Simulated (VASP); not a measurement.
# Mg in VASP: a series of runs

Runs on Mg. Level: PBE. Tasks: single point.

All numbers are computed with VASP 6.6.1; they aren't measurements. Logs are shortened: lines on timing, memory, paths and dates and some standing lists are left out, and cuts for length are marked.

### 1 The cell of the first run

The typed cell holds 1 atom: a = 3.174 Å, b = 3.131 Å, c = 3.175 Å, α = 59.99°, β = 57.44°, γ = 57.11°.

### 2 Single point, PBE (the cell strained at random)

Contents of INCAR:

```
  PREC = Accurate
  ENCUT = 520
  EDIFF = 1E-6
  ISMEAR = 0
  SIGMA = 0.1
  LREAL = F
  LASPH = T
  NELM = 100
  ALGO = Fast
  ISIF = 2
  LWAVE = F
  LCHARG = F
  GGA = PE
  NBANDS = 7
```

Contents of KPOINTS:

```
regular mesh
0
Gamma
  14 14 14
```

Contents of POSCAR:

```
Mg
1.0
    0.0849450896      2.2464778134      2.2412262544
    2.1638218650      0.0639837386      2.2621876054
    2.1921668182      2.2957841178      0.0356387853
Mg
1
Direct
    0.0000000000      0.0000000000      0.0000000000
```

Potentials or basis: VASP PAW PBE potentials, release 64 (Mg).

Started as:

```sh
$ cat potpaw_PBE.64/Mg/POTCAR > POTCAR
$ mpirun -np 1 vasp_std > vasp.out
```

OUTCAR:

```text
PREC = Accurate
   ENCUT = 520
   EDIFF = 1E-6
   ISMEAR = 0
   LREAL = F
   LASPH = T
   NELM = 100
   ISIF = 2
   GGA = PE

 ion  position               nearest neighbor table
   1  0.000  0.000  0.000-

  Warning from LATTYP: Got some problem with cell dimensions!
  Tried to take original basis but could not verify dimensions!
  LATTYP: Found a triclinic cell.
 ALAT       =     3.0142077586
 B/A-ratio  =     1.0459327345
 C/A-ratio  =     1.0531539762
 COS(alpha) =     0.0025877742
 COS(beta)  =     0.4890437995
 COS(gamma) =     0.5112864968

  Lattice vectors:

 A1 = (   2.0788767754,  -2.1824940748,   0.0209613510)
 A2 = (  -0.0283449532,  -2.2318003792,   2.2265488201)
 A3 = (  -0.0849450896,  -2.2464778134,  -2.2412262544)

Analysis of symmetry for initial positions (statically):
=====================================================================
 Subroutine PRICEL returns:
 Original cell was already a primitive cell.

 Routine SETGRP: Setting up the symmetry group for a
 triclinic supercell.

 Subroutine GETGRP returns: Found  2 space group operations
 (whereof  2 operations were pure point group operations)
 out of a pool of  2 trial point group operations.

The static configuration has the point symmetry S_2 .

Analysis of symmetry for dynamics (positions and initial velocities):
=====================================================================
 Subroutine PRICEL returns:
 Original cell was already a primitive cell.

 Routine SETGRP: Setting up the symmetry group for a
 triclinic supercell.

 Subroutine GETGRP returns: Found  2 space group operations
 (whereof  2 operations were pure point group operations)
 out of a pool of  2 trial point group operations.

The dynamic configuration has the point symmetry S_2 .

 Subroutine INISYM returns: Found  2 space group operations
 (whereof  2 operations are pure point group operations),
 and found     1 'primitive' translations

----------------------------------------------------------------------------------------

                                     Primitive cell

  volume of cell :      21.3456

  direct lattice vectors                    reciprocal lattice vectors
     0.084945090  2.246477813  2.241226254    -0.243198429  0.228711247  0.226154664
     2.163821865  0.063983739  2.262187605     0.237300060 -0.230029452  0.221574500
     2.192166818  2.295784118  0.035638785     0.231361706  0.218192729 -0.227472869

  length of vectors
     3.174424886  3.131087949  3.174506292     0.403237204  0.397894617  0.390998992

  position of ions in fractional coordinates (direct lattice)
     0.000000000  0.000000000  0.000000000

  ion indices of the primitive-cell ions
   primitive index   ion index
                 1           1

----------------------------------------------------------------------------------------

 KPOINTS: regular mesh

Automatic generation of k-mesh.
 Grid dimensions read from file:
 generate k-points for:   14   14   14

 Generating k-lattice:

  Cartesian coordinates                     Fractional coordinates (reciprocal lattice)
    -0.017371316  0.016336518  0.016153905     0.071428571  0.000000000  0.000000000
     0.016950004 -0.016430675  0.015826750    -0.000000000  0.071428571 -0.000000000
     0.016525836  0.015585195 -0.016248062    -0.000000000 -0.000000000  0.071428571

  Length of vectors
     0.028802657  0.028421044  0.027928499

  Shift w.r.t. Gamma in fractional coordinates (k-lattice)
     0.000000000  0.000000000  0.000000000

 Subroutine IBZKPT returns following result:
 ===========================================

 Found   1376 irreducible k-points:

 Following reciprocal coordinates:
            Coordinates               Weight
  0.000000  0.000000  0.000000      1.000000
  0.071429 -0.000000  0.000000      2.000000
  0.142857 -0.000000 -0.000000      2.000000
  0.214286  0.000000 -0.000000      2.000000
  0.285714  0.000000  0.000000      2.000000
  0.357143 -0.000000 -0.000000      2.000000
[... 16 lines left out ...]
  0.000000  0.142857  0.000000      2.000000
  0.071429  0.142857  0.000000      2.000000
 [... further k-points ...]
   k-points           NKPTS =   1376   k-points in BZ     NKDIM =   1376   number of bands    NBANDS=      7
   number of dos      NEDOS =    301   number of ions     NIONS =      1
   total plane-waves  NPLWV =  13824
   dimension x,y,z NGX =    24 NGY =   24 NGZ =   24
   dimension x,y,z NGXF=    48 NGYF=   48 NGZF=   48
   ions per type =               1
   NGX,Y,Z   is equivalent  to a cutoff of  12.57, 12.74, 12.57 a.u.
   NGXF,Y,Z  is equivalent  to a cutoff of  25.14, 25.49, 25.14 a.u.
 SYSTEM =  unknown system
   PREC   = accura    normal or accurate (medium, high low for compatibility)
   ISTART =      0    job   : 0-new  1-cont  2-samecut
   ICHARG =      2    charge: 1-file 2-atom 10-const
   ISPIN  =      1    spin polarized calculation?
   LNONCOLLINEAR =      F non collinear calculations
   LSORBIT =      F    spin-orbit coupling
   LASPH  =      T    aspherical Exc in radial PAW
   ENCUT  =  520.0 eV  38.22 Ry    6.18 a.u.   5.90  5.82  5.90*2*pi/ulx,y,z
   NELM   =    100;   NELMIN=  2; NELMDL= -5     # of ELM steps
   EDIFF  = 0.1E-05   stopping-criterion for ELM
   LREAL  =      F    real-space projection
   EDIFFG = 0.1E-04   stopping-criterion for IOM
   NSW    =      0    number of steps for IOM
   IBRION =     -1    ionic relax: 0-MD 1-quasi-New 2-CG
   NFREE  =      0    steps in history (QN), initial steepest desc. (CG)
   ISIF   =      2    stress and relaxation
   ISYM   =      2    0-nonsym 1-usesym 2-fastsym
   POTIM  = 0.5000    time-step for ionic-motion
   TEBEG  =    0.0;   TEEND  =   0.0 temperature during run
   PSTRESS=    0.0 pullay stress
   NELECT =       2.0000    total number of electrons
   NUPDOWN=      -1.0000    fix difference up-down
   EMIN   =  10.00;   EMAX   =-10.00  energy-range for DOS
   EFERMI =   0.00;   METHOD = LEGACY
   ISMEAR =     0;   SIGMA  =   0.10  broadening in eV -4-tet -1-fermi 0-gaus
   EFERMI_NEDOS =   21; number of points for ismear=-14 and -15
   IALGO  =     68    algorithm
   IMIX   =      4    mixing-type and parameters
     AMIX     =   0.40;   BMIX     =  1.00
     AMIX_MAG =   1.60;   BMIX_MAG =  1.00
  volume/ion in A,a.u.               =      21.35       144.05
  Fermi-wavevector in a.u.,A,eV,Ry     =   0.743559  1.405123  7.522389  0.552880
  Thomas-Fermi vector in A             =   1.838703
   LORBIT       =      0    0 simple, 1 ext, 2 COOP (PROOUT), +10 PAW based schemes
   GGA     = PE    functional components
   LHFCALC =     F    Hartree Fock is set to
   AEXX    =    0.0000 exact exchange contribution
   IVDW    =     0    specifies the selected vdW correction
   LEPSILON=     F    determine dielectric tensor
   LRPA    =     F    only Hartree local field effects (RPA)
 non-spin polarized calculation
 RMM-DIIS sequential band-by-band and
 Gauss-broadening in eV      SIGMA  =   0.10
  energy-cutoff  :      520.00
  volume of cell :       21.35
 maximum number of plane-waves:       588
   NGX = 11   NGY = 11   NGZ = 11

 number of electron       2.0000000 magnetization

 Free energy of the ion-electron system (eV)
  ---------------------------------------------------
  ext. energy  EPLUGINS =         0.00000000
  ---------------------------------------------------
  free energy    TOTEN  =        -1.47112638 eV

  energy without entropy =       -1.46902839  energy(sigma->0) =       -1.47007738

 E-fermi :   3.0091     XC(G=0):  -8.7188

 val. band max:        3.0071305375   @ k =  -0.1429   0.1429   0.5000
 cond. band min:       3.0105697214   @ k =  -0.4286   0.2143  -0.0000
 fundamental gap:      0.0034391839
 Fermi energy:         3.0090580642

 k-point     1 :       0.0000    0.0000    0.0000
  band No.  band energies     occupation
      1      -4.2273      2.00000
      2      15.0304      0.00000
      3      15.7872      0.00000
      4      16.7306      0.00000
      5      16.9145      0.00000
      6      17.9028      0.00000
      7      18.7219      0.00000

 k-point     2 :       0.0714   -0.0000    0.0000
  band No.  band energies     occupation
      1      -4.1021      2.00000
      2      14.5776      0.00000
      3      15.1317      0.00000
      4      15.6466      0.00000
      5      17.2236      0.00000
      6      18.1379      0.00000
      7      18.9846      0.00000

 k-point     3 :       0.1429   -0.0000   -0.0000
  band No.  band energies     occupation
      1      -3.7275      2.00000
      2      12.3769      0.00000
      3      14.5314      0.00000
      4      15.0681      0.00000
      5      17.3174      0.00000
      6      18.6952      0.00000
      7      19.1545      0.00000

 k-point     4 :       0.2143    0.0000   -0.0000
  band No.  band energies     occupation
      1      -3.1069      2.00000
      2       9.9410      0.00000
      3      14.2088      0.00000
      4      14.6378      0.00000
      5      16.9718      0.00000
      6      17.9007      0.00000
      7      18.8959      0.00000

 k-point     5 :       0.2857    0.0000    0.0000
  band No.  band energies     occupation
      1      -2.2457      2.00000
      2       7.6249      0.00000
      3      14.0243      0.00000
      4      14.3900      0.00000
      5      16.6334      0.00000
      6      16.8530      0.00000
      7      17.7326      0.00000
[... 161 lines left out ...]
 k-point    22 :      -0.0714    0.0714    0.0000
  band No.  band energies     occupation
      1      -3.8879      2.00000
      2      13.5216      0.00000
      3      14.2808      0.00000
      4      15.5381      0.00000
      5      17.1700      0.00000
      6      18.1597      0.00000
      7      19.0102      0.00000

 k-point    23 :       0.0000    0.1429    0.0000
  band No.  band energies     occupation
      1      -3.7406      2.00000
      2      11.9989      0.00000
      3      14.3528      0.00000
      4      15.6160      0.00000
      5      17.4922      0.00000
      6      18.7904      0.00000
      7      19.2002      0.00000

 k-point    24 :       0.0714    0.1429    0.0000
  band No.  band energies     occupation
      1      -3.8006      2.00000
      2      12.8004      0.00000
      3      13.5868      0.00000
      4      15.1905      0.00000
      5      17.8453      0.00000
      6      18.4890      0.00000
      7      19.5941      0.00000

 [... further k-points ...]
[... 5 lines left out ...]
  --------------------------------------------------------------------------------------
  -------------------------------------------------------------------------------------
  Total        0.5008106      0.4231437      0.4154230     -0.2387602     -0.0178723     -0.1104517
  in kB       37.5903112     31.7607192     31.1812085    -17.9210880     -1.3414723     -8.2903895
  external PRESSURE =      33.5107463 kB  Pullay stress =       0.0000000 kB

 VOLUME and BASIS-vectors are now :
 -----------------------------------------------------------------------------
  energy-cutoff  :      520.00
  volume of cell :       21.35
      direct lattice vectors                 reciprocal lattice vectors
     0.084945090  2.246477813  2.241226254    -0.243198429  0.228711247  0.226154664
     2.163821865  0.063983739  2.262187605     0.237300060 -0.230029452  0.221574500
     2.192166818  2.295784118  0.035638785     0.231361706  0.218192729 -0.227472869

 POSITION                                       TOTAL-FORCE (eV/Angst)
 -----------------------------------------------------------------------------------
      0.00000      0.00000      0.00000         0.000000     -0.000000      0.000000
 -----------------------------------------------------------------------------------
    total drift:                               -0.000000      0.000000      0.000000

  FREE ENERGIE OF THE ION-ELECTRON SYSTEM (eV)
  ---------------------------------------------------
  free  energy   TOTEN  =        -1.4711263809 eV

  energy  without entropy=       -1.4690283854  energy(sigma->0) =       -1.47007738
```

Run time: 33 s. Hardware: 1 thread of Intel Xeon 6975P-C (Granite Rapids), shared host; peak memory 0.32 GiB.

What came out:

| Property | Result |
| --- | --- |
| Free energy | -1.4711 eV |
| Pressure | 3.4 GPa |
| Band gap on the k mesh | zero (band 1 reaches 4.40 eV, above the bottom of band 2 at 1.34 eV) |

Stress tensor (GPa, compression positive):
```
 3.76 -1.79 -0.83
-1.79  3.18 -0.13
-0.83 -0.13  3.12
```

Levels at points of the mesh, in eV from the Fermi level:
```csv
k point,band 1,band 2,band 3,band 4
"(0.00, 0.00, 0.00)",-7.24,12.02,12.78,13.72
"(0.50, 0.00, 0.00)",-1.61,-0.92,11.09,11.54
"(0.00, 0.50, 0.00)",-1.73,-1.11,10.86,11.83
"(0.50, 0.50, 0.00)",-0.43,0.63,6.31,6.79
"(0.00, 0.00, 0.50)",-1.87,-1.36,11.02,12.11
"(0.50, 0.00, 0.50)",-0.45,0.61,6.42,7.22
"(0.00, 0.50, 0.50)",0.21,1.33,5.90,6.79
"(0.50, 0.50, 0.50)",-2.04,-1.67,11.41,12.72
```

Caveat: the cell differs from its parent crystal (the cell strained at random).

### 3 Single point, PBE (strained)

Contents of INCAR:

```
ALGO = Fast ; EDIFF = 1E-6
ENCUT = 520 ; GGA = PE
ISIF = 2 ; ISMEAR = 0
LASPH = True ; LCHARG = False
LREAL = False ; LWAVE = False
NBANDS = 7 ; NELM = 60
PREC = Accurate ; SIGMA = 0.1
```

Contents of KPOINTS:

```
k-points
0
Gamma
  16 16 16
```

Contents of POSCAR:

```
Mg
1.0
   -0.0110417395      2.0712238624      1.9689531165
    2.3184511034     -0.2582689805      2.2161803574
    2.0601821229      2.0601821229      0.0000000000
Mg
1
Direct
    0.0000000000      0.0000000000      0.0000000000
```

Potentials or basis: VASP PAW PBE potentials, release 64 (Mg).

Started as:

```sh
$ cat potpaw_PBE.64/Mg/POTCAR > POTCAR
$ mpirun -np 1 vasp_std > vasp.out
```

Wall time 46 s (1 thread of Intel Xeon 6975P-C, shared host); peak memory 0.28 GiB.

It converged, with:

| Quantity | Value |
| --- | --- |
| Free energy | -1.3390 eV |
| Pressure | 8.7 GPa |
| Band gap on the k mesh | zero (band 1 reaches 4.80 eV, above the bottom of band 2 at 0.65 eV) |

Stress tensor (GPa, compression positive):
```
 8.64  4.17 -4.90
 4.17  8.64  4.90
-4.90  4.90  8.83
```

Levels at points of the mesh, in eV from the Fermi level:
| k point | band 1 | band 2 | band 3 | band 4 | band 5 |
| --- | --- | --- | --- | --- | --- |
| (0.00, 0.00, 0.00) | -7.50 | 9.95 | 10.97 | 14.87 | 15.11 |
| (0.50, 0.00, 0.00) | -1.54 | -0.63 | 10.65 | 12.19 | 12.97 |
| (0.00, 0.50, 0.00) | -2.82 | -2.70 | 13.50 | 14.38 | 15.84 |
| (0.50, 0.50, 0.00) | 0.31 | 1.51 | 5.67 | 5.71 | 9.26 |
| (0.00, 0.00, 0.50) | -1.52 | -0.61 | 9.69 | 10.60 | 13.57 |
| (0.50, 0.00, 0.50) | -0.38 | 0.79 | 6.28 | 6.53 | 10.02 |

Caveat: the cell differs from its parent crystal (strained).
